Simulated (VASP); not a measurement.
Write the native input for VASP 6.6.1 that does the following.

| Property | Result |
| --- | --- |
| Task | relaxation of cell and atoms |
| Functional | PBE |
| Potentials or basis | VASP PAW PBE potentials, release 64 (Be) |
| Cutoff | 600 eV |
| k mesh | 8 × 8 × 8 |
| Occupations | gaussian, width 0.1 eV |
| Spin | no spin polarisation |
| Dipole correction | no |
| Further INCAR settings | ALGO = Normal; EDIFF = 1e-06; IBRION = 2; EDIFFG = -0.04; NSW = 90; ISIF = 3 |

The structure of Be lies in POSCAR:

```
Be
1.0
   -1.3413497800      1.3413497800      5.7016727200
    1.3413497800     -1.3413497800      5.7016727200
    1.3413497800      1.3413497800     -5.7016727200
Be
5
Direct
    0.8890520300      0.8890520300      0.0000000000
    0.1109479700      0.1109479700      0.0000000000
    0.5000000000      0.5000000000      0.0000000000
    0.3055556100      0.3055556100      0.0000000000
    0.6944443900      0.6944443900      0.0000000000
```

The input as run:

INCAR

```
PREC = Accurate ; ENCUT = 600
EDIFF = 1E-6 ; ISMEAR = 0
SIGMA = 0.1 ; LREAL = False
LASPH = True ; NELM = 80
ALGO = Normal ; ISIF = 3
LWAVE = False ; LCHARG = False
GGA = PE ; IBRION = 2
NSW = 90 ; EDIFFG = -0.04
```

KPOINTS

```
Automatic mesh
0
Gamma
  8 8 8
```

Potentials or basis: VASP PAW PBE potentials, release 64 (Be).

The run is started by

```bash
$ cat potpaw_PBE.64/Be/POTCAR > POTCAR
$ mpirun -np 1 vasp_std > vasp.out
```

It gave:

The relaxed volume is 7.84 Å³/atom. The relaxed cell is a = 6.556 Å, b = 6.556 Å, c = 6.556 Å, α = 158.10°, β = 158.10°, γ = 31.17°. The space group after relaxing (to 0.1 Å) is Im-3m (No. 229), the energy gained by relaxing is 87.0 meV/atom and the ionic steps are 12. The pressure after relaxing is -0.2 GPa. The largest force after relaxing is 0.039 eV/Å. The band gap on the k mesh is zero (bands 5 and 6 overlap by 4.53 eV).

It took 5.1 min on 1 thread of Intel(R) Xeon(R) Platinum 8488C (Sapphire Rapids), with other jobs on the host, peak memory 0.33 GiB.
